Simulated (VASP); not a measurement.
Crystal: Ir.

```
CELL_PARAMETERS angstrom
0.00000 2.16268 1.36076
2.16268 0.00000 1.36076
2.16268 2.16268 0.00000
ATOMIC_POSITIONS crystal
Ir 0.00000 0.00000 0.00000
```

This cell differs from its parent crystal: volume 12.729 Å^3 an atom, c/a of the conventional cell 0.6292.

Base run:

```yaml
Program: VASP 6.6.1
Functional: LDA
Potentials_or_basis: VASP PAW LDA potentials, release 64 (Ir_sv_GW)
Cutoff: 500 eV
k_mesh: 22 × 22 × 22
Occupations: gaussian, width 0.15 eV
Spin: no spin polarisation
```

Its results: pressure 52.5 GPa.

Problem. The run is repeated on the same cell with these changes: potentials or basis from VASP PAW LDA potentials, release 64 (Ir_sv_GW) to VASP PAW LDA potentials, release 64 (Ir); cutoff from 500 eV to 520 eV; further incar settings from ALGO = Normal; EDIFF = 1e-06; NBANDS = 14 to ALGO = Normal; EDIFF = 1e-06; NBANDS = 10; valence electrons from 17 to 9. What comes out?

Solution. Pressure 58.2 GPa.
